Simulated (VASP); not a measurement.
# MgO (P-6m2) in VASP: single point with LDA

Aim: the single point of MgO with LDA.

All numbers are computed with VASP 6.6.1; they aren't measurements. Logs are shortened: lines on timing, memory, paths and dates and some standing lists are left out, and cuts for length are marked.

**1. The cell of the first run**

It takes space group P-6m2 (No. 187, hexagonal). Conventional cell: a = 2.938 Å, b = 2.938 Å, c = 2.680 Å, α = 90.00°, β = 90.00°, γ = 120.00°. Within 2.9 Å of Mg (site symmetry -6m2) lie 6 O at 2.16 Å and 2 Mg at 2.68 Å. O (site symmetry -6m2) has 6 Mg at 2.16 Å and 2 O at 2.68 Å within 2.9 Å.

**2. Single point, LDA**

INCAR

```
PREC = Accurate ; ENCUT = 520
EDIFF = 1E-7 ; ISMEAR = 0
SIGMA = 0.01 ; LREAL = F
LASPH = T ; NELM = 100
ALGO = Normal ; ISIF = 2
LWAVE = F ; LCHARG = F
GGA = CA ; NBANDS = 11
```

KPOINTS

```
regular mesh
0
Gamma
  6 6 6
```

POSCAR

```
MgO
1.0
    2.9380210000      0.0000000000      0.0000000000
   -1.4690105000      2.5444008229      0.0000000000
    0.0000000000      0.0000000000      2.6796800000
Mg O
1 1
Direct
    0.0000000000      0.0000000000      0.0000000000
    0.3333333333      0.6666666667      0.5000000000
```

Potentials or basis: VASP PAW LDA potentials, release 64 (Mg, O).

Started as:

```sh
> cat potpaw_LDA.64/Mg/POTCAR potpaw_LDA.64/O/POTCAR > POTCAR
> mpirun -np 1 vasp_std > vasp.out
```

OUTCAR:

```text
PREC = Accurate
   ENCUT = 520
   EDIFF = 1E-7
   ISMEAR = 0
   LREAL = F
   LASPH = T
   NELM = 100
   ISIF = 2
   GGA = CA

 ion  position               nearest neighbor table
   1  0.000  0.000  0.000-   2 2.16   2 2.16   2 2.16   2 2.16   2 2.16   2 2.16
   2  0.333  0.667  0.500-   1 2.16   1 2.16   1 2.16   1 2.16   1 2.16   1 2.16

  LATTYP: Found a hexagonal cell.
 ALAT       =     2.9380210000
 C/A-ratio  =     0.9120697231

  Lattice vectors:

 A1 = (   2.9380210000,   0.0000000000,   0.0000000000)
 A2 = (  -1.4690105000,   2.5444008229,   0.0000000000)
 A3 = (   0.0000000000,   0.0000000000,   2.6796800000)

Analysis of symmetry for initial positions (statically):
=====================================================================
 Subroutine PRICEL returns:
 Original cell was already a primitive cell.

 Routine SETGRP: Setting up the symmetry group for a
 hexagonal supercell.

 Subroutine GETGRP returns: Found 12 space group operations
 (whereof 12 operations were pure point group operations)
 out of a pool of 24 trial point group operations.

The static configuration has the point symmetry D_3h.

Analysis of symmetry for dynamics (positions and initial velocities):
=====================================================================
 Subroutine PRICEL returns:
 Original cell was already a primitive cell.

 Routine SETGRP: Setting up the symmetry group for a
 hexagonal supercell.

 Subroutine GETGRP returns: Found 12 space group operations
 (whereof 12 operations were pure point group operations)
 out of a pool of 24 trial point group operations.

The dynamic configuration has the point symmetry D_3h.

 Subroutine INISYM returns: Found 12 space group operations
 (whereof 12 operations are pure point group operations),
 and found     1 'primitive' translations

----------------------------------------------------------------------------------------

                                     Primitive cell

  volume of cell :      20.0320

  direct lattice vectors                    reciprocal lattice vectors
     2.938021000  0.000000000  0.000000000     0.340365164  0.196509919  0.000000000
    -1.469010500  2.544400823  0.000000000     0.000000000  0.393019838  0.000000000
     0.000000000  0.000000000  2.679680000     0.000000000  0.000000000  0.373178887

  length of vectors
     2.938021000  2.938021000  2.679680000     0.393019838  0.393019838  0.373178887

  position of ions in fractional coordinates (direct lattice)
     0.000000000  0.000000000  0.000000000
     0.333333333  0.666666667  0.500000000

  ion indices of the primitive-cell ions
   primitive index   ion index
                 1           1
                 2           2

----------------------------------------------------------------------------------------

 KPOINTS: regular mesh

Automatic generation of k-mesh.
 Grid dimensions read from file:
 generate k-points for:    6    6    6

 Generating k-lattice:

  Cartesian coordinates                     Fractional coordinates (reciprocal lattice)
     0.056727527  0.032751653  0.000000000     0.166666667  0.000000000  0.000000000
     0.000000000  0.065503306  0.000000000     0.000000000  0.166666667  0.000000000
     0.000000000  0.000000000  0.062196481     0.000000000  0.000000000  0.166666667

  Length of vectors
     0.065503306  0.065503306  0.062196481

  Shift w.r.t. Gamma in fractional coordinates (k-lattice)
     0.000000000  0.000000000  0.000000000

 Subroutine IBZKPT returns following result:
 ===========================================

 Found     28 irreducible k-points:

 Following reciprocal coordinates:
            Coordinates               Weight
  0.000000  0.000000  0.000000      1.000000
  0.166667  0.000000  0.000000      6.000000
  0.333333  0.000000  0.000000      6.000000
  0.500000  0.000000  0.000000      3.000000
  0.166667  0.166667  0.000000      6.000000
  0.333333  0.166667  0.000000     12.000000
[... 16 lines left out ...]
  0.166667  0.000000  0.500000      6.000000
  0.333333  0.000000  0.500000      6.000000
 [... further k-points ...]
   k-points           NKPTS =     28   k-points in BZ     NKDIM =     28   number of bands    NBANDS=     11
   number of dos      NEDOS =    301   number of ions     NIONS =      2
   total plane-waves  NPLWV =  11520
   dimension x,y,z NGX =    24 NGY =   24 NGZ =   20
   dimension x,y,z NGXF=    48 NGYF=   48 NGZF=   40
   ions per type =               1   1
   NGX,Y,Z   is equivalent  to a cutoff of  13.58, 13.58, 12.41 a.u.
   NGXF,Y,Z  is equivalent  to a cutoff of  27.16, 27.16, 24.82 a.u.
 SYSTEM =  unknown system
   PREC   = accura    normal or accurate (medium, high low for compatibility)
   ISTART =      0    job   : 0-new  1-cont  2-samecut
   ICHARG =      2    charge: 1-file 2-atom 10-const
   ISPIN  =      1    spin polarized calculation?
   LNONCOLLINEAR =      F non collinear calculations
   LSORBIT =      F    spin-orbit coupling
   LASPH  =      T    aspherical Exc in radial PAW
   ENCUT  =  520.0 eV  38.22 Ry    6.18 a.u.   5.46  5.46  4.98*2*pi/ulx,y,z
   NELM   =    100;   NELMIN=  2; NELMDL= -5     # of ELM steps
   EDIFF  = 0.1E-06   stopping-criterion for ELM
   LREAL  =      F    real-space projection
   EDIFFG = 0.1E-05   stopping-criterion for IOM
   NSW    =      0    number of steps for IOM
   IBRION =     -1    ionic relax: 0-MD 1-quasi-New 2-CG
   NFREE  =      0    steps in history (QN), initial steepest desc. (CG)
   ISIF   =      2    stress and relaxation
   ISYM   =      2    0-nonsym 1-usesym 2-fastsym
   POTIM  = 0.5000    time-step for ionic-motion
   TEBEG  =    0.0;   TEEND  =   0.0 temperature during run
   PSTRESS=    0.0 pullay stress
   NELECT =       8.0000    total number of electrons
   NUPDOWN=      -1.0000    fix difference up-down
   EMIN   =  10.00;   EMAX   =-10.00  energy-range for DOS
   EFERMI =   0.00;   METHOD = LEGACY
   ISMEAR =     0;   SIGMA  =   0.01  broadening in eV -4-tet -1-fermi 0-gaus
   EFERMI_NEDOS =   21; number of points for ismear=-14 and -15
   IALGO  =     38    algorithm
   IMIX   =      4    mixing-type and parameters
     AMIX     =   0.40;   BMIX     =  1.00
     AMIX_MAG =   1.60;   BMIX_MAG =  1.00
  volume/ion in A,a.u.               =      10.02        67.59
  Fermi-wavevector in a.u.,A,eV,Ry     =   1.205583  2.278221 19.775114  1.453430
  Thomas-Fermi vector in A             =   2.341275
   LORBIT       =      0    0 simple, 1 ext, 2 COOP (PROOUT), +10 PAW based schemes
   GGA     = CA    functional components
   LHFCALC =     F    Hartree Fock is set to
   AEXX    =    0.0000 exact exchange contribution
   IVDW    =     0    specifies the selected vdW correction
   LEPSILON=     F    determine dielectric tensor
   LRPA    =     F    only Hartree local field effects (RPA)
 non-spin polarized calculation
 Gauss-broadening in eV      SIGMA  =   0.01
  energy-cutoff  :      520.00
  volume of cell :       20.03
 maximum number of plane-waves:       562
 NGX is ok and might be reduce to    24
   NGX = 11   NGY = 11   NGZ =  9

 number of electron       7.9999996 magnetization

 Free energy of the ion-electron system (eV)
  ---------------------------------------------------
  ext. energy  EPLUGINS =         0.00000000
  ---------------------------------------------------
  free energy    TOTEN  =       -12.67452070 eV

  energy without entropy =      -12.67452070  energy(sigma->0) =      -12.67452070

 E-fermi :   3.1112     XC(G=0): -11.2314

 val. band max:        2.9907309961   @ k =   0.3333   0.3333   0.0000
 cond. band min:       5.9337585681   @ k =   0.0000   0.0000   0.0000
 fundamental gap:      2.9430275720
 Fermi energy:         3.1112491462

 k-point     1 :       0.0000    0.0000    0.0000
  band No.  band energies     occupation
      1     -14.1727      2.00000
      2       2.3851      2.00000
      3       2.3851      2.00000
      4       2.5822      2.00000
      5       5.9338      0.00000
      6      14.6164      0.00000
      7      18.2821      0.00000
      8      18.2821      0.00000
      9      22.6218      0.00000
     10      23.5518      0.00000
     11      25.1492      0.00000

 k-point     2 :       0.1667    0.0000    0.0000
  band No.  band energies     occupation
      1     -13.9296      2.00000
      2       0.8785      2.00000
      3       2.1898      2.00000
      4       2.6677      2.00000
      5       7.3259      0.00000
      6      14.4115      0.00000
      7      16.7202      0.00000
      8      18.9355      0.00000
      9      23.1063      0.00000
     10      23.7744      0.00000
     11      25.6655      0.00000

 k-point     3 :       0.3333    0.0000    0.0000
  band No.  band energies     occupation
      1     -13.3892      2.00000
      2      -1.1179      2.00000
      3       1.8293      2.00000
      4       2.8470      2.00000
      5       8.9844      0.00000
      6      13.2672      0.00000
      7      16.4615      0.00000
      8      20.0513      0.00000
      9      22.1158      0.00000
     10      23.7001      0.00000
     11      27.8157      0.00000

 k-point     4 :       0.5000    0.0000    0.0000
  band No.  band energies     occupation
      1     -13.0839      2.00000
      2      -1.9620      2.00000
      3       1.6619      2.00000
      4       2.9412      2.00000
      5       9.4286      0.00000
      6      13.3460      0.00000
      7      15.8673      0.00000
      8      20.4754      0.00000
      9      21.5894      0.00000
     10      24.7244      0.00000
     11      27.5817      0.00000
[... 239 lines left out ...]
 k-point    22 :       0.0000    0.0000    0.5000
  band No.  band energies     occupation
      1     -13.0484      2.00000
      2      -2.4355      2.00000
      3       2.9017      2.00000
      4       2.9017      2.00000
      5      11.1367      0.00000
      6      11.8528      0.00000
      7      20.2876      0.00000
      8      20.2876      0.00000
      9      21.2434      0.00000
     10      21.2434      0.00000
     11      24.4068      0.00000

 k-point    23 :       0.1667    0.0000    0.5000
  band No.  band energies     occupation
      1     -12.8763      2.00000
      2      -2.0787      2.00000
      3       1.9130      2.00000
      4       2.7032      2.00000
      5      11.0467      0.00000
      6      12.3098      0.00000
      7      18.9287      0.00000
      8      19.0591      0.00000
      9      19.3543      0.00000
     10      22.1698      0.00000
     11      24.2218      0.00000

 k-point    24 :       0.3333    0.0000    0.5000
  band No.  band energies     occupation
      1     -12.5007      2.00000
      2      -1.2579      2.00000
      3       0.3055      2.00000
      4       2.3334      2.00000
      5       9.4424      0.00000
      6      13.9685      0.00000
      7      17.3687      0.00000
      8      17.3866      0.00000
      9      18.2909      0.00000
     10      23.9616      0.00000
     11      24.3007      0.00000

 [... further k-points ...]
[... 5 lines left out ...]
  --------------------------------------------------------------------------------------
  -------------------------------------------------------------------------------------
  Total       -1.3069378     -1.3069378     -1.5048546      0.0000000      0.0000000     -0.0000000
  in kB     -104.5302860   -104.5302861   -120.3598845      0.0000000      0.0000000     -0.0000000
  external PRESSURE =    -109.8068189 kB  Pullay stress =       0.0000000 kB

 VOLUME and BASIS-vectors are now :
 -----------------------------------------------------------------------------
  energy-cutoff  :      520.00
  volume of cell :       20.03
      direct lattice vectors                 reciprocal lattice vectors
     2.938021000  0.000000000  0.000000000     0.340365164  0.196509919  0.000000000
    -1.469010500  2.544400823  0.000000000     0.000000000  0.393019838  0.000000000
     0.000000000  0.000000000  2.679680000     0.000000000  0.000000000  0.373178887

 POSITION                                       TOTAL-FORCE (eV/Angst)
 -----------------------------------------------------------------------------------
      0.00000      0.00000      0.00000         0.000000      0.000000      0.000000
     -0.00000      1.69627      1.33984        -0.000000     -0.000000      0.000000
 -----------------------------------------------------------------------------------
    total drift:                                0.000000     -0.000000     -0.000000

  FREE ENERGIE OF THE ION-ELECTRON SYSTEM (eV)
  ---------------------------------------------------
  free  energy   TOTEN  =       -12.6745206997 eV

  energy  without entropy=      -12.6745206997  energy(sigma->0) =      -12.67452070
```

Wall time 6.9 s (1 thread of Intel Xeon Platinum 8375C at 2.90GHz (Ice Lake), shared host); peak memory 0.12 GiB.

What came out:

```
Free energy            : -12.6745 eV
Pressure               : -11.0 GPa
Band gap on the k mesh : 2.94 eV, indirect (least direct gap 3.35 eV)
```

Stress tensor (GPa, compression positive):
```
-10.45   0.00   0.00
  0.00 -10.45   0.00
  0.00   0.00 -12.04
```

A k mesh can miss the band edges. A hybrid or GW would open this gap; LDA tends to underestimate it.
